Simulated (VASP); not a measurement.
Runs of VASP 6.6.1 on Fe. The structure is that of space group Im-3m (No. 229), or close to it. The cells are those of the table. 

```csv
task,cell,k mesh,gap on the mesh (eV),pressure (GPa),moment (μB),relaxed volume (Å³/atom)
single point,"a = 2.476 Å, angles 109.5°, 1 atom",8 × 8 × 8,none,-11.4,2.35,-
relaxation of cell and atoms,"relaxed from a = 2.476 Å, angles 109.5°, 1 atom",10 × 10 × 10,none,-0.2,2.13,10.85
single point,"a = 2.415 Å, angles 109.5°, 1 atom",10 × 10 × 10,none,-0.2,2.13,-
relaxation of cell and atoms,"relaxed from a = 2.415 Å, angles 109.5°, 1 atom",20 × 20 × 20,none,0.0,2.09,(b)
single point,"a = 2.412 Å, angles 109.5°, 1 atom",20 × 20 × 20,none,(a),2.09,-
```

Alike in all rows: level PBEsol; potentials or basis VASP PAW PBE potentials, release 64 (Fe); spin collinear, ferromagnetic start; cutoff (eV) 600; smearing gaussian 0.1 eV.

**Question.** Estimate the missing entries.

**Answer.** (a) -0.1; (b) 10.80.

Caveats: some runs use coarse meshes; the PAW data sets were made with another functional, which shifts forces and pressure a little.

A gap of «none» marks levels without a gap at the run's occupations.
